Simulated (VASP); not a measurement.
**Zn3Cd2Se5: single point with PBE**

Zn3Cd2Se5:

```xyz
10
Lattice="0.0000 -4.1642 0.0000 4.1642 0.0000 0.0000 -2.0821 2.0821 14.9198" Properties=species:S:1:pos:R:3 pbc="T T T"
Zn    2.0821   -2.0821   12.1431
Zn    0.0000    0.0000   14.9198
Zn    0.0000    0.0000    2.7767
Cd    2.0821   -2.0821    5.8125
Cd    0.0000    0.0000    9.1073
Se    2.0821    0.0000   13.5329
Se    2.0821    0.0000    1.3869
Se    0.0000   -2.0821    4.1546
Se    2.0821    0.0000    7.4599
Se    0.0000   -2.0821   10.7652
```

```json
{
  "Program": "VASP 6.6.1",
  "Task": "single point",
  "Functional": "PBE",
  "Potentials or basis": "VASP PAW PBE potentials, release 64 (Zn, Cd, Se)",
  "Cutoff": "520 eV",
  "k mesh": "4 × 4 × 4",
  "Occupations": "gaussian, width 0.1 eV",
  "Spin": "no spin polarisation"
}
```

The pressure is 0.4 GPa, the largest force is 0.024 eV/Å and the band gap on the k mesh is 0.76 eV.

Forces in eV/Å, atoms in the order of the input:
```
Zn   0.000  0.000  0.002
Zn   0.000  0.000  0.000
Zn   0.000  0.000 -0.002
Cd   0.000  0.000 -0.007
Cd   0.000  0.000  0.007
Se   0.000  0.000 -0.005
Se   0.000  0.000  0.005
Se   0.000  0.000 -0.024
Se   0.000  0.000  0.000
Se   0.000  0.000  0.024
```

Stress tensor (GPa, compression positive):
```
0.45 0.00 0.00
0.00 0.45 0.00
0.00 0.00 0.16
```

Levels at points of the mesh, in eV from the valence-band top:
```csv
k point,band 42,band 43,band 44,band 45,band 46,band 47,band 48,band 49
"(0.00, 0.00, 0.00)",-0.78,-0.12,0.00,0.00,0.76,2.92,2.99,3.22
"(0.50, 0.00, 0.00)",-0.98,-0.80,-0.54,-0.50,2.30,2.81,2.83,3.60
"(0.50, 0.50, 0.00)",-2.05,-2.04,-1.93,-1.92,3.08,3.46,3.53,3.65
"(0.00, 0.00, 0.50)",-0.34,-0.34,-0.15,-0.15,1.75,1.84,3.04,3.20
```

Wall time 5.6 min on 1 thread of Intel Xeon 8259CL, with other jobs on the host, peak memory 0.43 GiB.

A k mesh can miss the band edges.
